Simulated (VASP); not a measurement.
Nb: single point with r2SCAN

Crystal: Nb.

```
CELL_PARAMETERS angstrom
0.00000 2.07182 2.07182
2.07182 0.00000 2.07182
2.07182 2.07182 0.00000
ATOMIC_POSITIONS crystal
Nb 0.00000 0.00000 0.00000
```

```
Program             : VASP 6.6.1
Task                : single point
Functional          : r2SCAN
Potentials or basis : VASP PAW PBE potentials, release 64 (Nb_sv)
Cutoff              : 520 eV
k mesh              : 11 × 11 × 11
Occupations         : fermi-dirac, width 0.05 eV
Spin                : no spin polarisation
```

```
Pressure : 8.2 GPa
```

Levels at points of the mesh, in eV from the Fermi level:
```tsv
k point	band 3	band 4	band 5	band 6	band 7	band 8	band 9	band 10
(0.00, 0.00, 0.00)	-31.10	-31.10	-6.74	0.08	0.08	0.08	3.10	3.10
```

It took 87 s on 1 thread of AMD EPYC 7R13, with other jobs on the host, peak memory 0.12 GiB.

Caveat: the PAW data sets were made with another functional, which shifts forces and pressure a little.
